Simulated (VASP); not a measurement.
Runs of VASP 6.6.1 on Ti. The structure is that of space group I4/mmm (No. 139), or close to it. The cells are those of the table. 

```csv
cell,gap on the mesh (eV),pressure (GPa)
"a = 2.740 Å, angles 106.4, 115.8, 106.4°, 1 atom",none,12.4
"a = 2.915 Å, angles 111.5, 105.5, 111.5°, 1 atom",none,(a)
"a = 2.773 Å, angles 107.4, 113.6, 107.4°, 1 atom",none,6.7
"a = 2.708 Å, angles 105.4, 118.0, 105.4°, 1 atom",none,18.9
```

Alike in all rows: task single point; level r2SCAN; potentials or basis VASP PAW PBE potentials, release 64 (Ti_sv); no spin polarisation; k mesh 20 × 20 × 20; cutoff (eV) 520; smearing gaussian 0.15 eV.

Question: Estimate the missing entries.

Answer: (a) -8.9.

Caveats: the PAW data sets were made with another functional, which shifts forces and pressure a little; the cell stands under pressure (at least some runs); the cell stands under tension (at least some runs).

A gap of «none» marks levels without a gap at the run's occupations.
